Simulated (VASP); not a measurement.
# RbSi2 (P-3m1) in VASP: further runs

The runs below take RbSi2 through relaxation of cell and atoms, single point, with PBE.

Everything below comes from runs of VASP 6.6.1. Logs are shortened: lines on timing, memory, paths and dates and some standing lists are left out, and cuts for length are marked.

## 1. The cell of the first run

Symmetry: P-3m1, No. 164, trigonal system. The conventional cell has a = 3.970 Å, b = 3.970 Å, c = 6.078 Å, α = 90.00°, β = 90.00°, γ = 120.00°. Rb (site symmetry -3m) has 12 Si at 3.56 to 4.06 Å and 6 Rb at 3.97 Å within 4.7 Å. Within 3.1 Å of Si (site symmetry 3m) lie 3 Si at 2.38 Å.

The cell was built from a structure type or drawn by symmetry, and may not be a known phase.

## 2. Relaxation of cell and atoms, PBE

The input, INCAR:

```
  PREC = Accurate
  ENCUT = 600
  EDIFF = 1E-6
  ISMEAR = 0
  SIGMA = 0.1
  LREAL = False
  LASPH = True
  NELM = 80
  ALGO = Normal
  ISIF = 3
  LWAVE = False
  LCHARG = False
  GGA = PE
  IBRION = 2
  NSW = 90
  EDIFFG = -0.04
```

The input, KPOINTS:

```
regular mesh
0
Gamma
  6 6 4
```

The input, POSCAR:

```
RbSi2
1.0
    3.9702979343      0.0000000000      0.0000000000
   -1.9851489671      3.4383788717      0.0000000000
    0.0000000000      0.0000000000      6.0775340331
Rb Si
1 2
Direct
    0.0000000000      0.0000000000      0.0000000000
    0.3333333333      0.6666666667      0.4487037794
    0.6666666667      0.3333333333      0.5512962206
```

Potentials or basis: VASP PAW PBE potentials, release 64 (Rb_sv, Si).

On the command line:

```sh
$ cat potpaw_PBE.64/Rb_sv/POTCAR potpaw_PBE.64/Si/POTCAR > POTCAR
$ mpirun -np 1 vasp_std > vasp.out
```

OUTCAR:

```text
PREC = Accurate
   ENCUT = 600
   EDIFF = 1E-6
   ISMEAR = 0
   LREAL = False
   LASPH = True
   NELM = 80
   ISIF = 3
   GGA = PE
   IBRION = 2
   NSW = 90
   EDIFFG = -0.04

 ion  position               nearest neighbor table
   1  0.000  0.000  0.000-   2 3.56   3 3.56   2 3.56   3 3.56   3 3.56   2 3.56   3 4.06   2 4.06
                             2 4.06   3 4.06   3 4.06   2 4.06
   2  0.333  0.667  0.449-   3 2.38   3 2.38   3 2.38   1 3.56   1 3.56   1 3.56   1 4.06   1 4.06
                             1 4.06
   3  0.667  0.333  0.551-   2 2.38   2 2.38   2 2.38   1 3.56   1 3.56   1 3.56   1 4.06   1 4.06
                             1 4.06

  LATTYP: Found a hexagonal cell.
 ALAT       =     3.9702979343
 C/A-ratio  =     1.5307501184

  Lattice vectors:

 A1 = (   3.9702979343,   0.0000000000,   0.0000000000)
 A2 = (  -1.9851489671,   3.4383788717,   0.0000000000)
 A3 = (   0.0000000000,   0.0000000000,   6.0775340331)

Analysis of symmetry for initial positions (statically):
=====================================================================
 Subroutine PRICEL returns:
 Original cell was already a primitive cell.

 Routine SETGRP: Setting up the symmetry group for a
 hexagonal supercell.

 Subroutine GETGRP returns: Found 12 space group operations
 (whereof 12 operations were pure point group operations)
 out of a pool of 24 trial point group operations.

The static configuration has the point symmetry D_3d.

Analysis of symmetry for dynamics (positions and initial velocities):
=====================================================================
 Subroutine PRICEL returns:
 Original cell was already a primitive cell.

 Routine SETGRP: Setting up the symmetry group for a
 hexagonal supercell.

 Subroutine GETGRP returns: Found 12 space group operations
 (whereof 12 operations were pure point group operations)
 out of a pool of 24 trial point group operations.

The dynamic configuration has the point symmetry D_3d.

 Subroutine INISYM returns: Found 12 space group operations
 (whereof 12 operations are pure point group operations),
 and found     1 'primitive' translations

----------------------------------------------------------------------------------------

                                     Primitive cell

  volume of cell :      82.9668

  direct lattice vectors                    reciprocal lattice vectors
     3.970297934  0.000000000  0.000000000     0.251870267  0.145417366  0.000000000
    -1.985148967  3.438378872  0.000000000     0.000000000  0.290834733  0.000000000
     0.000000000  0.000000000  6.077534033     0.000000000  0.000000000  0.164540420

  length of vectors
     3.970297934  3.970297934  6.077534033     0.290834733  0.290834733  0.164540420

  position of ions in fractional coordinates (direct lattice)
     0.000000000  0.000000000  0.000000000
     0.333333333  0.666666667  0.448703779
     0.666666667  0.333333333  0.551296221

  ion indices of the primitive-cell ions
   primitive index   ion index
                 1           1
                 2           2
                 3           3

----------------------------------------------------------------------------------------

 KPOINTS: regular mesh

Automatic generation of k-mesh.
 Grid dimensions read from file:
 generate k-points for:    6    6    4

 Generating k-lattice:

  Cartesian coordinates                     Fractional coordinates (reciprocal lattice)
     0.041978378  0.024236228  0.000000000     0.166666667  0.000000000  0.000000000
     0.000000000  0.048472455  0.000000000     0.000000000  0.166666667  0.000000000
     0.000000000  0.000000000  0.041135105     0.000000000  0.000000000  0.250000000

  Length of vectors
     0.048472455  0.048472455  0.041135105

  Shift w.r.t. Gamma in fractional coordinates (k-lattice)
     0.000000000  0.000000000  0.000000000

 Subroutine IBZKPT returns following result:
 ===========================================

 Found     24 irreducible k-points:

 Following reciprocal coordinates:
            Coordinates               Weight
  0.000000  0.000000  0.000000      1.000000
  0.166667  0.000000  0.000000      6.000000
  0.333333  0.000000  0.000000      6.000000
  0.500000  0.000000  0.000000      3.000000
  0.166667  0.166667  0.000000      6.000000
  0.333333  0.166667  0.000000     12.000000
[... 16 lines left out ...]
  0.333333  0.166667  0.500000     12.000000
  0.333333  0.333333  0.500000      2.000000
   k-points           NKPTS =     24   k-points in BZ     NKDIM =     24   number of bands    NBANDS=     12
   number of dos      NEDOS =    301   number of ions     NIONS =      3
   total plane-waves  NPLWV =  51200
   dimension x,y,z NGX =    32 NGY =   32 NGZ =   50
   dimension x,y,z NGXF=    64 NGYF=   64 NGZF=  100
   ions per type =               1   2
   NGX,Y,Z   is equivalent  to a cutoff of  13.40, 13.40, 13.68 a.u.
   NGXF,Y,Z  is equivalent  to a cutoff of  26.80, 26.80, 27.35 a.u.
 SYSTEM =  unknown system
   PREC   = accura    normal or accurate (medium, high low for compatibility)
   ISTART =      0    job   : 0-new  1-cont  2-samecut
   ICHARG =      2    charge: 1-file 2-atom 10-const
   ISPIN  =      1    spin polarized calculation?
   LNONCOLLINEAR =      F non collinear calculations
   LSORBIT =      F    spin-orbit coupling
   LASPH  =      T    aspherical Exc in radial PAW
   ENCUT  =  600.0 eV  44.10 Ry    6.64 a.u.   7.93  7.93 12.14*2*pi/ulx,y,z
   NELM   =     80;   NELMIN=  2; NELMDL= -5     # of ELM steps
   EDIFF  = 0.1E-05   stopping-criterion for ELM
   LREAL  =      F    real-space projection
   EDIFFG = -.4E-01   stopping-criterion for IOM
   NSW    =     90    number of steps for IOM
   IBRION =      2    ionic relax: 0-MD 1-quasi-New 2-CG
   NFREE  =      1    steps in history (QN), initial steepest desc. (CG)
   ISIF   =      3    stress and relaxation
   ISYM   =      2    0-nonsym 1-usesym 2-fastsym
   POTIM  = 0.5000    time-step for ionic-motion
   TEBEG  =    0.0;   TEEND  =   0.0 temperature during run
   PSTRESS=    0.0 pullay stress
   NELECT =      17.0000    total number of electrons
   NUPDOWN=      -1.0000    fix difference up-down
   EMIN   =  10.00;   EMAX   =-10.00  energy-range for DOS
   EFERMI =   0.00;   METHOD = LEGACY
   ISMEAR =     0;   SIGMA  =   0.10  broadening in eV -4-tet -1-fermi 0-gaus
   EFERMI_NEDOS =   21; number of points for ismear=-14 and -15
   IALGO  =     38    algorithm
   IMIX   =      4    mixing-type and parameters
     AMIX     =   0.40;   BMIX     =  1.00
     AMIX_MAG =   1.60;   BMIX_MAG =  1.00
  volume/ion in A,a.u.               =      27.66       186.63
  Fermi-wavevector in a.u.,A,eV,Ry     =   0.965139  1.823848 12.673728  0.931493
  Thomas-Fermi vector in A             =   2.094830
   LORBIT       =      0    0 simple, 1 ext, 2 COOP (PROOUT), +10 PAW based schemes
   GGA     = PE    functional components
   LHFCALC =     F    Hartree Fock is set to
   AEXX    =    0.0000 exact exchange contribution
   IVDW    =     0    specifies the selected vdW correction
   LEPSILON=     F    determine dielectric tensor
   LRPA    =     F    only Hartree local field effects (RPA)
 conjugate gradient relaxation of ions
 non-spin polarized calculation
 Gauss-broadening in eV      SIGMA  =   0.10
  energy-cutoff  :      600.00
  volume of cell :       82.97
 maximum number of plane-waves:      2805
   NGX = 15   NGY = 15   NGZ = 25

--------------------------------------- Ionic step        1  -------------------------------------------

 number of electron      17.0000000 magnetization

 Free energy of the ion-electron system (eV)
  ---------------------------------------------------
  ext. energy  EPLUGINS =         0.00000000
  ---------------------------------------------------
  free energy    TOTEN  =       -11.58168910 eV

  energy without entropy =      -11.57454507  energy(sigma->0) =      -11.57811708

------------------------ aborting loop because EDIFF is reached ----------------------------------------

  FORCE on cell =-STRESS in cart. coord.  units (eV):
  Direction    XX          YY          ZZ          XY          YZ          ZX
  --------------------------------------------------------------------------------------
  -------------------------------------------------------------------------------------
  Total        0.0274148      0.0274148     -0.2700806      0.0000000      0.0000000      0.0000000
  in kB        0.5294095      0.5294095     -5.2155461      0.0000000      0.0000000      0.0000000
  external PRESSURE =      -1.3855757 kB  Pullay stress =       0.0000000 kB
[... 59 lines left out ...]
  energy  without entropy=      -11.5760440379  energy(sigma->0) =      -11.57939703

--------------------------------------- Ionic step        3  -------------------------------------------

 number of electron      17.0000000 magnetization

 Free energy of the ion-electron system (eV)
  ---------------------------------------------------
  ext. energy  EPLUGINS =         0.00000000
  ---------------------------------------------------
  free energy    TOTEN  =       -11.58342823 eV

  energy without entropy =      -11.57745058  energy(sigma->0) =      -11.58043941

 E-fermi :   3.8078     XC(G=0):  -8.5625

 val. band max:        3.7721250024   @ k =   0.0000   0.3333   0.2500
 cond. band min:       3.8242538306   @ k =   0.5000   0.0000   0.0000
 fundamental gap:      0.0521288281
 Fermi energy:         3.8077608483

 k-point     1 :       0.0000    0.0000    0.0000
  band No.  band energies     occupation
      1     -24.0787      2.00000
      2      -8.2572      2.00000
      3      -7.9457      2.00000
      4      -7.9457      2.00000
      5      -7.1259      2.00000
      6       0.4916      2.00000
      7       2.4618      2.00000
      8       2.4618      2.00000
      9       3.4184      2.00000
     10       4.7979      0.00000
     11       6.3637      0.00000
     12       6.3637      0.00000
[... 373 lines left out ...]
  FREE ENERGIE OF THE ION-ELECTRON SYSTEM (eV)
  ---------------------------------------------------
  free  energy   TOTEN  =       -11.5834282309 eV

  energy  without entropy=      -11.5774505808  energy(sigma->0) =      -11.58043941

 reached required accuracy - stopping structural energy minimisation
```

It took 74 s on 1 thread of Intel Xeon 8259CL, shared host; peak memory 0.24 GiB.

What came out:

| Property | Result |
| --- | --- |
| Free energy | -11.5834 eV |
| Relaxed volume | 27.39 Å³/atom |
| Relaxed cell | a = 3.975 Å, b = 3.975 Å, c = 6.006 Å, α = 90.00°, β = 90.00°, γ = 120.00° |
| Space group after relaxing (to 0.1 Å) | P-3m1 (No. 164) |
| Energy gained by relaxing | 0.6 meV/atom |
| Ionic steps | 3 |
| Pressure after relaxing | 0.0 GPa |
| Largest force after relaxing | 0.010 eV/Å |
| Band gap on the k mesh | zero (an odd number of electrons rules out a gap without spin polarisation) |

Forces on the atoms (eV/Å):
```
Rb   0.000  0.000  0.000
Si   0.000  0.000  0.010
Si   0.000  0.000 -0.010
```

Step by step:
```tsv
step	energy change (eV)	largest force (eV/Å)	pressure (GPa)	volume (Å³)
1	0.0000	0.0323	-0.14	82.97
2	-0.0011	0.0239	-0.08	82.68
3	-0.0017	0.0101	0.04	82.18
```

Final structure:
```cif
data_structure
_symmetry_space_group_name_H-M 'P 1'
_symmetry_Int_Tables_number 1
_cell_length_a 3.9751
_cell_length_b 3.9751
_cell_length_c 6.0058
_cell_angle_alpha 90.000
_cell_angle_beta 90.000
_cell_angle_gamma 120.000
_cell_volume 82.18
loop_
_atom_site_label
_atom_site_type_symbol
_atom_site_fract_x
_atom_site_fract_y
_atom_site_fract_z
_atom_site_occupancy
Rb1 Rb 0.00000 0.00000 0.00000 1
Si1 Si 0.33333 0.66667 0.44940 1
Si2 Si 0.66667 0.33333 0.55060 1
```

Levels at points of the mesh, in eV from the Fermi level:
```csv
k point,band 6,band 7,band 8,band 9,band 10,band 11
"(0.00, 0.00, 0.00)",-3.32,-1.35,-1.35,-0.39,0.99,2.56
"(0.50, 0.00, 0.00)",-7.26,-2.64,-2.25,0.02,0.40,2.24
"(0.00, 0.00, 0.50)",-4.32,-1.31,-1.31,0.99,2.08,2.28
"(0.50, 0.00, 0.50)",-7.07,-2.72,-1.75,-0.99,0.76,3.06
```

(Continued in part 2 of 3.)
